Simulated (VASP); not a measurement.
A run of VASP 6.6.1 is set up as follows.

The input INCAR:

```
PREC = Accurate
ENCUT = 520
EDIFF = 1E-7
ISMEAR = 0
SIGMA = 0.02
LREAL = F
LASPH = T
NELM = 60
ALGO = Normal
ISIF = 2
LWAVE = F
LCHARG = F
GGA = PE
NBANDS = 21
```

KPOINTS

```
regular mesh
0
Gamma
  9 9 3
```

POSCAR

```
MgS
1.0
    4.0288979036      0.0000000000      0.0000000000
   -2.0144489518      3.4891279338      0.0000000000
    0.0000000000      0.0000000000      9.8688752774
Mg S
3 3
Direct
    0.0000000000      0.0000000000      0.0000009789
    0.3333333333      0.6666666667      0.3333343122
    0.6666666667      0.3333333333      0.6666676455
    0.0000000000      0.0000000000      0.2499990211
    0.3333333333      0.6666666667      0.5833323545
    0.6666666667      0.3333333333      0.9166656878
```

Potentials or basis: VASP PAW PBE potentials, release 64 (Mg, S).

Run with:

```console
$ cat potpaw_PBE.64/Mg/POTCAR potpaw_PBE.64/S/POTCAR > POTCAR
$ mpirun -np 1 vasp_std > vasp.out
```

What does it give for the pressure?

-0.2 GPa.

What does it give for the band gap on the k mesh?

3.36 eV.

A k mesh can miss the band edges. PBE gaps usually lie below the measured ones, often by a third to a half.
